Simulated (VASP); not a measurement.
A run of VASP 6.6.1 is set up as follows.

INCAR

```
  ALGO = Normal
  EDIFF = 1E-6
  ENCUT = 540
  GGA = PE
  GGA_COMPAT = F
  ISIF = 2
  ISMEAR = 0
  LASPH = T
  LCHARG = F
  LREAL = F
  LWAVE = F
  NBANDS = 66
  NELM = 120
  PREC = Accurate
  SIGMA = 0.1
```

The input KPOINTS:

```
k-points
0
Gamma
  4 4 2
```

Contents of POSCAR:

```
LuTlAu4
1.0
    3.9588035000      0.0000000000      0.0000000000
    0.0000000000      3.9588035000      0.0000000000
    0.0000000000      0.0000000000      8.4200198800
Lu Tl Au
1 1 4
Direct
    0.5000000000      0.5000000000      0.5000000000
    0.0000000000      0.0000000000      0.0000000000
    0.0000000000      0.0000000000      0.7073945100
    0.0000000000      0.0000000000      0.2926054900
    0.0000000000      0.0000000000      0.5000000000
    0.5000000000      0.5000000000      0.0000000000
```

Potentials or basis: VASP PAW PBE potentials, release 64 (Lu, Tl_d, Au_sv_GW).

Run with:

```sh
$ cat potpaw_PBE.64/Lu/POTCAR potpaw_PBE.64/Tl_d/POTCAR potpaw_PBE.64/Au_sv_GW/POTCAR > POTCAR
$ mpirun -np 1 vasp_std > vasp.out
```

Task: Estimate the largest force.

Result: 69.317 eV/Å.

Task: Predict the pressure.

Result: 116.9 GPa.

Stress tensor (GPa, compression positive):
```
  9.90   0.00   0.00
  0.00   9.90   0.00
  0.00   0.00 330.99
```

Caveat: the k points lie up to 0.40 Å⁻¹ apart, too coarse for converged energies and pressures of a metal; atoms lie so close that the PAW spheres overlap strongly, which falsifies energies and pressures; forces of over 1 eV/Å act on the atoms, so gaps and moduli don't describe the material at rest.
